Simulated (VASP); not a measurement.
F, 4 atoms in the cell. Symmetry: C2/c, No. 15, monoclinic system. The conventional cell has a = 4.946 Å, b = 3.231 Å, c = 6.535 Å, α = 90.00°, β = 90.38°, γ = 90.00°. F (site symmetry 1) has 1 F at 1.40 Å within 1.9 Å. 

```yaml
Program: VASP 6.6.1
Task: single point
Functional: PBE
Potentials_or_basis: VASP PAW PBE potentials, release 64 (F)
Cutoff: 520 eV
k_mesh: 6 × 6 × 2
Occupations: gaussian, width 0.01 eV
Spin: no spin polarisation
Dipole_correction: no
Further_INCAR_settings: ALGO = Normal; EDIFF = 1e-06; NBANDS = 22
```

Potentials or basis: VASP PAW PBE potentials, release 64 (F).

The run is started by

```console
$ cat potpaw_PBE.64/F/POTCAR > POTCAR
$ mpirun -np 1 vasp_std > vasp.out
```

Hardware: 1 thread of Intel(R) Xeon(R) Platinum 8259CL CPU @ 2.50GHz (Skylake/Cascade Lake) (shared host).

Question: How long does it take, and how much memory?

Answer: Run time: 20 s on 1 thread of Intel(R) Xeon(R) Platinum 8259CL CPU @ 2.50GHz (Skylake/Cascade Lake), with other jobs on the host, peak memory 0.17 GiB. Counts: scf iterations 12, k points 26.
